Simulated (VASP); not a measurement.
MnGePd, 9 atoms in the cell. The typed cell holds 9 atoms: a = 6.685 Å, b = 6.685 Å, c = 3.602 Å, α = 90.00°, β = 90.00°, γ = 60.00°. 

```yaml
Program: VASP 6.6.1
Task: single point
Functional: r2SCAN
Potentials_or_basis: VASP PAW PBE potentials, release 64 (Ge_d, Pd, Mn_pv)
Cutoff: 550 eV
k_mesh: 3 × 3 × 5
Occupations: gaussian, width 0.05 eV
Spin: no spin polarisation
Dipole_correction: no
Further_INCAR_settings: ALGO = Normal; EDIFF = 1e-06; NBANDS = 66
```

Potentials or basis: VASP PAW PBE potentials, release 64 (Ge_d, Pd, Mn_pv).

The run is started by

```bash
$ cat potpaw_PBE.64/Ge_d/POTCAR potpaw_PBE.64/Pd/POTCAR potpaw_PBE.64/Mn_pv/POTCAR > POTCAR
$ cp INCAR.step1 INCAR
$ mpirun -np 1 vasp_std > vasp.out
$ cp INCAR.step2 INCAR
$ mpirun -np 1 vasp_std > vasp.out
```

Hardware: 1 thread of Oxide Virtual Turin-like Processor, on a shared host.

**Question.** How long does it take, and how much memory?

**Answer.** Wall time 21 min on 1 thread of Oxide Virtual Turin-like Processor, with other jobs on the host, peak memory 0.33 GiB. Counts: k points 12.
